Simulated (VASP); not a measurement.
# Mo (I4/mmm) in VASP: further runs, part 2 of 3

VASP 6.6.1. The steps go on from the part before.

## Step 3: Single point, LDA

INCAR reads:

```
SYSTEM = Mo
PREC = Accurate
ENCUT = 520
EDIFF = 1E-7
ISMEAR = 0
SIGMA = 0.15
LREAL = .False.
LASPH = .True.
NELM = 80
ALGO = Fast
ISIF = 2
LWAVE = .False.
LCHARG = .False.
NBANDS = 13
```

KPOINTS reads:

```
regular mesh
0
Gamma
  24 24 24
  0 0 0
```

POSCAR reads:

```
Mo
1.0
   -1.6152766284      1.6152766284      1.4860544981
    1.6152766284     -1.6152766284      1.4860544981
    1.6152766284      1.6152766284     -1.4860544981
Mo
1
Direct
    0.0000000000      0.0000000000      0.0000000000
```

Potentials or basis: VASP PAW LDA potentials, release 64 (Mo_sv).

The run is started by

```
cat potpaw_LDA.64/Mo_sv/POTCAR > POTCAR
mpirun -np 1 vasp_std > vasp.out
```

OUTCAR:

```text
SYSTEM = Mo
   PREC = Accurate
   ENCUT = 520
   EDIFF = 1E-7
   ISMEAR = 0
   LREAL = .False.
   LASPH = .True.
   NELM = 80
   ISIF = 2

 ion  position               nearest neighbor table
   1  0.000  0.000  0.000-

  LATTYP: Found a body centered tetragonal cell.
 ALAT       =     3.2305532568
 C/A-ratio  =     0.9200000000

  Lattice vectors:

 A1 = (  -1.6152766284,   1.6152766284,   1.4860544981)
 A2 = (   1.6152766284,  -1.6152766284,   1.4860544981)
 A3 = (   1.6152766284,   1.6152766284,  -1.4860544981)

Analysis of symmetry for initial positions (statically):
=====================================================================
 Subroutine PRICEL returns:
 Original cell was already a primitive cell.

 Routine SETGRP: Setting up the symmetry group for a
 body centered tetragonal supercell.

 Subroutine GETGRP returns: Found 16 space group operations
 (whereof 16 operations were pure point group operations)
 out of a pool of 16 trial point group operations.

The static configuration has the point symmetry D_4h.

Analysis of symmetry for dynamics (positions and initial velocities):
=====================================================================
 Subroutine PRICEL returns:
 Original cell was already a primitive cell.

 Routine SETGRP: Setting up the symmetry group for a
 body centered tetragonal supercell.

 Subroutine GETGRP returns: Found 16 space group operations
 (whereof 16 operations were pure point group operations)
 out of a pool of 16 trial point group operations.

The dynamic configuration has the point symmetry D_4h.

 Subroutine INISYM returns: Found 16 space group operations
 (whereof 16 operations are pure point group operations),
 and found     1 'primitive' translations

----------------------------------------------------------------------------------------

                                     Primitive cell

  volume of cell :      15.5092

  direct lattice vectors                    reciprocal lattice vectors
    -1.615276628  1.615276628  1.486054498     0.000000000  0.309544502  0.336461416
     1.615276628 -1.615276628  1.486054498     0.309544502  0.000000000  0.336461416
     1.615276628  1.615276628 -1.486054498     0.309544502  0.309544502  0.000000000

  length of vectors
     2.725178002  2.725178002  2.725178002     0.457191517  0.457191517  0.437762033

  position of ions in fractional coordinates (direct lattice)
     0.000000000  0.000000000  0.000000000

  ion indices of the primitive-cell ions
   primitive index   ion index
                 1           1

----------------------------------------------------------------------------------------

 KPOINTS: regular mesh

Automatic generation of k-mesh.
 Grid dimensions read from file:
 generate k-points for:   24   24   24

 Generating k-lattice:

  Cartesian coordinates                     Fractional coordinates (reciprocal lattice)
     0.000000000  0.012897688  0.014019226     0.041666667  0.000000000 -0.000000000
     0.012897688  0.000000000  0.014019226     0.000000000  0.041666667 -0.000000000
     0.012897688  0.012897688  0.000000000     0.000000000  0.000000000  0.041666667

  Length of vectors
     0.019049647  0.019049647  0.018240085

  Shift w.r.t. Gamma in fractional coordinates (k-lattice)
     0.000000000  0.000000000  0.000000000

 Subroutine IBZKPT returns following result:
 ===========================================

 Found   1063 irreducible k-points:

 Following reciprocal coordinates:
            Coordinates               Weight
  0.000000  0.000000  0.000000      1.000000
  0.041667  0.000000  0.000000      8.000000
  0.083333  0.000000  0.000000      8.000000
  0.125000  0.000000  0.000000      8.000000
  0.166667  0.000000  0.000000      8.000000
  0.208333  0.000000  0.000000      8.000000
[... 16 lines left out ...]
  0.416667  0.041667  0.000000     16.000000
  0.458333  0.041667  0.000000     16.000000
 [... further k-points ...]
   k-points           NKPTS =   1063   k-points in BZ     NKDIM =   1063   number of bands    NBANDS=     13
   number of dos      NEDOS =    301   number of ions     NIONS =      1
   total plane-waves  NPLWV =   8000
   dimension x,y,z NGX =    20 NGY =   20 NGZ =   20
   dimension x,y,z NGXF=    40 NGYF=   40 NGZF=   40
   ions per type =               1
   NGX,Y,Z   is equivalent  to a cutoff of  12.20, 12.20, 12.20 a.u.
   NGXF,Y,Z  is equivalent  to a cutoff of  24.40, 24.40, 24.40 a.u.
 SYSTEM =  Mo
   PREC   = accura    normal or accurate (medium, high low for compatibility)
   ISTART =      0    job   : 0-new  1-cont  2-samecut
   ICHARG =      2    charge: 1-file 2-atom 10-const
   ISPIN  =      1    spin polarized calculation?
   LNONCOLLINEAR =      F non collinear calculations
   LSORBIT =      F    spin-orbit coupling
   LASPH  =      T    aspherical Exc in radial PAW
   ENCUT  =  520.0 eV  38.22 Ry    6.18 a.u.   5.07  5.07  5.07*2*pi/ulx,y,z
   NELM   =     80;   NELMIN=  2; NELMDL= -5     # of ELM steps
   EDIFF  = 0.1E-06   stopping-criterion for ELM
   LREAL  =      F    real-space projection
   EDIFFG = 0.1E-05   stopping-criterion for IOM
   NSW    =      0    number of steps for IOM
   IBRION =     -1    ionic relax: 0-MD 1-quasi-New 2-CG
   NFREE  =      0    steps in history (QN), initial steepest desc. (CG)
   ISIF   =      2    stress and relaxation
   ISYM   =      2    0-nonsym 1-usesym 2-fastsym
   POTIM  = 0.5000    time-step for ionic-motion
   TEBEG  =    0.0;   TEEND  =   0.0 temperature during run
   PSTRESS=    0.0 pullay stress
   NELECT =      14.0000    total number of electrons
   NUPDOWN=      -1.0000    fix difference up-down
   EMIN   =  10.00;   EMAX   =-10.00  energy-range for DOS
   EFERMI =   0.00;   METHOD = LEGACY
   ISMEAR =     0;   SIGMA  =   0.15  broadening in eV -4-tet -1-fermi 0-gaus
   EFERMI_NEDOS =   21; number of points for ismear=-14 and -15
   IALGO  =     68    algorithm
   IMIX   =      4    mixing-type and parameters
     AMIX     =   0.40;   BMIX     =  1.00
     AMIX_MAG =   1.60;   BMIX_MAG =  1.00
  volume/ion in A,a.u.               =      15.51       104.66
  Fermi-wavevector in a.u.,A,eV,Ry     =   1.582176  2.989878 34.059184  2.503279
  Thomas-Fermi vector in A             =   2.682139
   LORBIT       =      0    0 simple, 1 ext, 2 COOP (PROOUT), +10 PAW based schemes
   GGA     = CA    functional components
   LHFCALC =     F    Hartree Fock is set to
   AEXX    =    0.0000 exact exchange contribution
   IVDW    =     0    specifies the selected vdW correction
   LEPSILON=     F    determine dielectric tensor
   LRPA    =     F    only Hartree local field effects (RPA)
 non-spin polarized calculation
 RMM-DIIS sequential band-by-band and
 Gauss-broadening in eV      SIGMA  =   0.15
  energy-cutoff  :      520.00
  volume of cell :       15.51
 maximum number of plane-waves:       432
   NGX = 11   NGY = 11   NGZ = 11

 number of electron      13.9999997 magnetization

 Free energy of the ion-electron system (eV)
  ---------------------------------------------------
  ext. energy  EPLUGINS =         0.00000000
  ---------------------------------------------------
  free energy    TOTEN  =       -12.05610979 eV

  energy without entropy =      -12.04835359  energy(sigma->0) =      -12.05223169

 E-fermi :  12.5860     XC(G=0): -13.6452

 val. band max:       12.5848840816   @ k =  -0.1667   0.1667   0.0833
 cond. band min:      12.5868286942   @ k =  -0.1667   0.1667   0.1667
 fundamental gap:      0.0019446126
 Fermi energy:        12.5860477551

 k-point     1 :       0.0000    0.0000    0.0000
  band No.  band energies     occupation
      1     -48.3337      2.00000
      2     -21.7736      2.00000
      3     -21.7736      2.00000
      4     -21.7185      2.00000
      5       5.3426      2.00000
      6      10.5916      2.00000
      7      11.6118      2.00000
      8      11.6118      2.00000
      9      13.5094      0.00000
     10      14.8104      0.00000
     11      26.9638      0.00000
     12      26.9638      0.00000
     13      28.6382      0.00000
[... 353 lines left out ...]
 k-point    24 :       0.4583    0.0417    0.0000
  band No.  band energies     occupation
      1     -48.0419      2.00000
      2     -23.1931      2.00000
      3     -22.2598      2.00000
      4     -21.8278      2.00000
      5       7.2333      2.00000
      6       8.8665      2.00000
      7      13.8935      0.00000
      8      14.5649      0.00000
      9      15.7130      0.00000
     10      17.5186      0.00000
     11      24.6121      0.00000
     12      24.6468      0.00000
     13      29.2705      0.00000

 [... further k-points ...]
[... 5 lines left out ...]
  --------------------------------------------------------------------------------------
  -------------------------------------------------------------------------------------
  Total       -1.4005056     -1.4005056      1.0618579      0.0000000      0.0000000     -0.0000000
  in kB     -144.6794593   -144.6794593    109.6954097      0.0000000      0.0000000     -0.0000000
  external PRESSURE =     -59.8878363 kB  Pullay stress =       0.0000000 kB

 VOLUME and BASIS-vectors are now :
 -----------------------------------------------------------------------------
  energy-cutoff  :      520.00
  volume of cell :       15.51
      direct lattice vectors                 reciprocal lattice vectors
    -1.615276628  1.615276628  1.486054498     0.000000000  0.309544502  0.336461416
     1.615276628 -1.615276628  1.486054498     0.309544502  0.000000000  0.336461416
     1.615276628  1.615276628 -1.486054498     0.309544502  0.309544502  0.000000000

 POSITION                                       TOTAL-FORCE (eV/Angst)
 -----------------------------------------------------------------------------------
      0.00000      0.00000      0.00000         0.000000      0.000000      0.000000
 -----------------------------------------------------------------------------------
    total drift:                                0.000000      0.000000      0.000000

  FREE ENERGIE OF THE ION-ELECTRON SYSTEM (eV)
  ---------------------------------------------------
  free  energy   TOTEN  =       -12.0561097905 eV

  energy  without entropy=      -12.0483535852  energy(sigma->0) =      -12.05223169
```

stdout:

```text
POSCAR found type information on POSCAR Mo
 POSCAR found :  1 types and       1 ions
 scaLAPACK will be used
 LDA part: xc-table for (Slater(with rela. corr.)+CA(PZ))
 , standard interpolation
 POSCAR, INCAR and KPOINTS ok, starting setup
 FFT: planning ... GRIDC
 FFT: planning ... GRID_SOFT
 FFT: planning ... GRID
 WAVECAR not read
 entering main loop
WARNING in EDDRMM: call to ZHEGV failed, returncode =   8  4     13
```

Run time: 4.2 min. Hardware: 1 thread of Intel Xeon 8259CL, shared host; peak memory 0.29 GiB.

What came out:

| Quantity | Value |
| --- | --- |
| Free energy | -12.0561 eV |
| Pressure | -6.0 GPa |
| Band gap on the k mesh | zero (bands 7 and 8 overlap by 5.30 eV) |

Caveat: the stress differs along the axes, from -14 to 11 GPa.

## Step 4: Single point, LDA

INCAR reads:

```
SYSTEM = Mo
ALGO     = Fast           ! electronic algorithm
EDIFF    = 1E-7           ! SCF threshold, eV
ENCUT    = 520            ! plane-wave cutoff, eV
GGA      = CA             ! functional
ISIF     = 2              ! what is computed and relaxed
ISMEAR   = 0              ! smearing method
LASPH    = .True.         ! aspherical terms in the spheres
LCHARG   = .False.        ! write CHGCAR
LREAL    = .False.        ! projectors in reciprocal space
LWAVE    = .False.        ! write WAVECAR
NBANDS   = 13             ! bands
NELM     = 100            ! most SCF steps
PREC     = Accurate       ! precision mode
SIGMA    = 0.15           ! smearing width, eV
```

KPOINTS reads:

```
k-points
0
Gamma
  24 24 24
  0 0 0
```

POSCAR reads:

```
Mo
1.0
   -1.5218737400      1.5218737400      1.6740611140
    1.5218737400     -1.5218737400      1.6740611140
    1.5218737400      1.5218737400     -1.6740611140
Mo
1
Direct
    0.0000000000      0.0000000000      0.0000000000
```

Potentials or basis: VASP PAW LDA potentials, release 64 (Mo_sv).

The run is started by

```
cat potpaw_LDA.64/Mo_sv/POTCAR > POTCAR
mpirun -np 1 vasp_std > vasp.out
```

OUTCAR:

```text
SYSTEM = Mo
   EDIFF = 1E-7
   ENCUT = 520
   GGA = CA
   ISIF = 2
   ISMEAR = 0
   LASPH = .True.
   LREAL = .False.
   NELM = 100
   PREC = Accurate

 ion  position               nearest neighbor table
   1  0.000  0.000  0.000-

  LATTYP: Found a body centered tetragonal cell.
 ALAT       =     3.0437474800
 C/A-ratio  =     1.1000000000

  Lattice vectors:

 A1 = (  -1.5218737400,   1.5218737400,   1.6740611140)
 A2 = (   1.5218737400,  -1.5218737400,   1.6740611140)
 A3 = (   1.5218737400,   1.5218737400,  -1.6740611140)

Analysis of symmetry for initial positions (statically):
=====================================================================
 Subroutine PRICEL returns:
 Original cell was already a primitive cell.

 Routine SETGRP: Setting up the symmetry group for a
 body centered tetragonal supercell.

 Subroutine GETGRP returns: Found 16 space group operations
 (whereof 16 operations were pure point group operations)
 out of a pool of 16 trial point group operations.

The static configuration has the point symmetry D_4h.

Analysis of symmetry for dynamics (positions and initial velocities):
=====================================================================
 Subroutine PRICEL returns:
 Original cell was already a primitive cell.

 Routine SETGRP: Setting up the symmetry group for a
 body centered tetragonal supercell.

 Subroutine GETGRP returns: Found 16 space group operations
 (whereof 16 operations were pure point group operations)
 out of a pool of 16 trial point group operations.

The dynamic configuration has the point symmetry D_4h.

 Subroutine INISYM returns: Found 16 space group operations
[... 110 lines left out ...]
   ISMEAR =     0;   SIGMA  =   0.15  broadening in eV -4-tet -1-fermi 0-gaus
   EFERMI_NEDOS =   21; number of points for ismear=-14 and -15
   IALGO  =     68    algorithm
   IMIX   =      4    mixing-type and parameters
     AMIX     =   0.40;   BMIX     =  1.00
     AMIX_MAG =   1.60;   BMIX_MAG =  1.00
  volume/ion in A,a.u.               =      15.51       104.66
  Fermi-wavevector in a.u.,A,eV,Ry     =   1.582176  2.989878 34.059184  2.503279
  Thomas-Fermi vector in A             =   2.682139
   LORBIT       =      0    0 simple, 1 ext, 2 COOP (PROOUT), +10 PAW based schemes
   GGA     = CA    functional components
   LHFCALC =     F    Hartree Fock is set to
   AEXX    =    0.0000 exact exchange contribution
   IVDW    =     0    specifies the selected vdW correction
   LEPSILON=     F    determine dielectric tensor
   LRPA    =     F    only Hartree local field effects (RPA)
 non-spin polarized calculation
 RMM-DIIS sequential band-by-band and
 Gauss-broadening in eV      SIGMA  =   0.15
  energy-cutoff  :      520.00
  volume of cell :       15.51
 maximum number of plane-waves:       434
   NGX = 11   NGY = 11   NGZ = 11

 number of electron      14.0000005 magnetization

 Free energy of the ion-electron system (eV)
  ---------------------------------------------------
  ext. energy  EPLUGINS =         0.00000000
  ---------------------------------------------------
  free energy    TOTEN  =       -12.04124448 eV

  energy without entropy =      -12.03265088  energy(sigma->0) =      -12.03694768

 E-fermi :  12.5880     XC(G=0): -13.6453

 val. band max:       12.5864002765   @ k =  -0.1250  -0.1250   0.0417
 cond. band min:      12.5883698078   @ k =  -0.1667   0.2083   0.1667
 fundamental gap:      0.0019695313
 Fermi energy:        12.5880233631

 k-point     1 :       0.0000    0.0000    0.0000
  band No.  band energies     occupation
      1     -48.3272      2.00000
      2     -21.7582      2.00000
      3     -21.7474      2.00000
      4     -21.7474      2.00000
      5       5.3412      2.00000
      6      10.9554      2.00000
      7      10.9554      2.00000
      8      11.9731      2.00000
      9      13.4810      0.00000
     10      14.7781      0.00000
     11      26.3871      0.00000
     12      28.1287      0.00000
     13      28.1287      0.00000
[... 354 lines left out ...]
  band No.  band energies     occupation
      1     -48.0535      2.00000
      2     -23.2077      2.00000
      3     -22.1670      2.00000
      4     -21.7678      2.00000
      5       7.3296      2.00000
      6       9.6014      2.00000
      7      13.3708      0.00000
      8      13.7610      0.00000
      9      15.2604      0.00000
     10      17.3780      0.00000
     11      24.0535      0.00000
     12      24.8907      0.00000
     13      30.4566      0.00000

 [... further k-points ...]
[... 5 lines left out ...]
  --------------------------------------------------------------------------------------
  -------------------------------------------------------------------------------------
  Total        0.2604409      0.2604409     -2.2283084      0.0000000     -0.0000000      0.0000000
  in kB       26.9048941     26.9048941   -230.1957713      0.0000000     -0.0000000      0.0000000
  external PRESSURE =     -58.7953277 kB  Pullay stress =       0.0000000 kB

 VOLUME and BASIS-vectors are now :
 -----------------------------------------------------------------------------
  energy-cutoff  :      520.00
  volume of cell :       15.51
      direct lattice vectors                 reciprocal lattice vectors
    -1.521873740  1.521873740  1.674061114     0.000000000  0.328542366  0.298674879
     1.521873740 -1.521873740  1.674061114     0.328542366  0.000000000  0.298674879
     1.521873740  1.521873740 -1.674061114     0.328542366  0.328542366  0.000000000

 POSITION                                       TOTAL-FORCE (eV/Angst)
 -----------------------------------------------------------------------------------
      0.00000      0.00000      0.00000         0.000000     -0.000000     -0.000000
 -----------------------------------------------------------------------------------
    total drift:                                0.000000     -0.000000      0.000000

  FREE ENERGIE OF THE ION-ELECTRON SYSTEM (eV)
  ---------------------------------------------------
  free  energy   TOTEN  =       -12.0412444762 eV

  energy  without entropy=      -12.0326508794  energy(sigma->0) =      -12.03694768
```

OSZICAR:

```text
N       E                     dE             d eps       ncg     rms          rms(c)
DAV:   1     0.964410019423E+02    0.96441E+02   -0.78919E+03 27751   0.111E+03
DAV:   2    -0.115076802711E+02   -0.10795E+03   -0.10385E+03 30638   0.321E+02
DAV:   3    -0.127711444056E+02   -0.12635E+01   -0.12596E+01 31133   0.356E+01
DAV:   4    -0.127742842636E+02   -0.31399E-02   -0.31398E-02 30533   0.209E+00
DAV:   5    -0.127743057223E+02   -0.21459E-04   -0.21460E-04 31763   0.157E-01    0.158E+01
RMM:   6    -0.121376583514E+02    0.63665E+00   -0.71972E-01 27682   0.808E+00    0.409E+00
RMM:   7    -0.120470809687E+02    0.90577E-01   -0.17473E-01 28471   0.380E+00    0.104E+00
RMM:   8    -0.120413588874E+02    0.57221E-02   -0.10009E-02 31006   0.116E+00    0.158E-01
RMM:   9    -0.120412262374E+02    0.13265E-03   -0.11930E-03 31112   0.366E-01    0.743E-02
RMM:  10    -0.120412453104E+02   -0.19073E-04   -0.12411E-04 31372   0.125E-01    0.238E-02
RMM:  11    -0.120412438610E+02    0.14494E-05   -0.48570E-05 31444   0.763E-02    0.447E-03
RMM:  12    -0.120412442744E+02   -0.41334E-06   -0.72391E-06 31381   0.320E-02    0.129E-03
RMM:  13    -0.120412444514E+02   -0.17698E-06   -0.17777E-06 30818   0.141E-02    0.931E-04
RMM:  14    -0.120412444762E+02   -0.24859E-07   -0.39090E-07 21460   0.677E-03
   1 F= -.12041244E+02 E0= -.12036948E+02  d E =-.859360E-02
```

stdout:

```text
POSCAR found type information on POSCAR Mo
 POSCAR found :  1 types and       1 ions
 scaLAPACK will be used
 LDA part: xc-table for (Slater(with rela. corr.)+CA(PZ))
 , standard interpolation
 POSCAR, INCAR and KPOINTS ok, starting setup
 FFT: planning ... GRIDC
 FFT: planning ... GRID_SOFT
 FFT: planning ... GRID
 WAVECAR not read
 entering main loop
WARNING in EDDRMM: call to ZHEGV failed, returncode =   8  4     13
WARNING in EDDRMM: call to ZHEGV failed, returncode =   8  4     13
```

Run time: 4.3 min. Hardware: 1 thread of Intel Xeon 8259CL, shared host; peak memory 0.29 GiB.

What came out:

```yaml
Free_energy: -12.0412 eV
Pressure: -5.9 GPa
Band_gap_on_the_k_mesh: zero (bands 7 and 8 overlap by 4.94 eV)
```

Stress tensor (GPa, compression positive):
```
  2.69   0.00   0.00
  0.00   2.69   0.00
  0.00   0.00 -23.02
```

Levels at points of the mesh, in eV from the Fermi level:
```csv
k point,band 5,band 6,band 7,band 8,band 9,band 10
"(0.00, 0.00, 0.00)",-7.25,-1.63,-1.63,-0.61,0.89,2.19
"(0.50, 0.00, 0.00)",-5.32,-3.00,0.80,1.50,2.55,4.67
"(0.50, 0.50, 0.00)",-5.47,-4.12,2.25,2.57,2.81,4.97
"(0.50, 0.50, 0.50)",-5.63,-5.38,3.85,4.20,4.20,7.53
```

Caveat: the stress differs along the axes, from -23 to 3 GPa.

(Continued in part 3 of 3.)
